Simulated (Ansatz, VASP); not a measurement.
# Two plane-wave programs on CdTe

The input INCAR:

```
SYSTEM = CdTe
  PREC = Accurate
  ENCUT = 520
  EDIFF = 1E-7
  ISMEAR = 0
  SIGMA = 0.05
  LREAL = .False.
  LASPH = .True.
  NELM = 60
  ALGO = Normal
  ISIF = 2
  LWAVE = .False.
  LCHARG = .False.
  GGA = PE
  NBANDS = 16
```

The input KPOINTS:

```
Automatic mesh
0
Gamma
  10 10 10
  0 0 0
```

File POSCAR:

```
CdTe
1.0
    0.0000000000      3.2868799865      3.2868799865
    3.2868799865      0.0000000000      3.2868799865
    3.2868799865      3.2868799865      0.0000000000
Cd Te
1 1
Direct
    0.0000000000      0.0000000000      0.0000000000
    0.2500000000      0.2500000000      0.2500000000
```

Input for Ansatz:

```yaml
crystal:
  lattice:
    - [0.0, 3.2868799865, 3.2868799865]
    - [3.2868799865, 0.0, 3.2868799865]
    - [3.2868799865, 3.2868799865, 0.0]
  atoms:
    - { symbol: Cd, position: [0.0, 0.0, 0.0] }
    - { symbol: Te, position: [0.25, 0.25, 0.25] }
basis:
  ecutwfc: 420
  ecutrho_ratio: 4
kpoints:
  mp_grid: { grid: [10, 10, 10] }
hamiltonian:
  xc: pbe
scf:
  occupations: { method: gaussian, width: 0.05 }
output:
  forces: true
  stress: true
  eigenvalues: true
```

Alike in both runs: task single point; functional PBE; k mesh 10 × 10 × 10; occupations gaussian, width 0.05 eV; no spin polarisation.

```csv
,VASP,Ansatz
version,VASP 6.6.1,Ansatz 0.2.0
potentials or method,"VASP PAW PBE potentials, release 64 (Cd, Te), cutoff 520 eV","scalar-relativistic, plane waves, PAW"
valence electrons in the cell,18,36
```

VASP gave:

| Property | Result |
| --- | --- |
| gap on the k mesh at the Fermi level (eV) | 0.64 |
| least direct gap on the mesh (eV) | 0.64 |
| pressure (GPa) | 0.9 |

Task: Which values does Ansatz return?

Result: gap on the k mesh at the Fermi level (eV): 0.65; least direct gap on the mesh (eV): 0.65; pressure (GPa): 0.7.

VASP's potentials hold 18 valence electrons a cell and Ansatz's 36, so a difference there can come from the potentials and not from the codes.

Neither program's run includes spin-orbit coupling.
